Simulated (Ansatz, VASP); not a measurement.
## BP in VASP and in Ansatz

```
CELL_PARAMETERS angstrom
0.00000 2.27483 2.27483
2.27483 0.00000 2.27483
2.27483 2.27483 0.00000
ATOMIC_POSITIONS crystal
B 0.00000 0.00000 0.00000
P 0.75000 0.75000 0.75000
```

Alike in both runs: task single point; functional LDA; k mesh 8 × 8 × 8; occupations gaussian, width 0.05 eV; no spin polarisation.

```csv
,VASP,Ansatz
version,VASP 6.6.1,Ansatz 0.2.0
potentials or method,"VASP PAW LDA potentials, release 64 (B, P), cutoff 520 eV","scalar-relativistic, plane waves, PAW"
valence electrons in the cell,8,8
```

Ansatz gave:

| Quantity | Value |
| --- | --- |
| gap on the k mesh at the Fermi level (eV) | 1.22 |
| least direct gap on the mesh (eV) | 3.36 |
| pressure (GPa) | -6.4 |

Task: Which values does VASP return?

Result: gap on the k mesh at the Fermi level (eV): 1.22; least direct gap on the mesh (eV): 3.37; pressure (GPa): -6.5.

LDA's correlation is that of Perdew and Zunger in VASP and of Perdew and Wang (1992) in Ansatz.
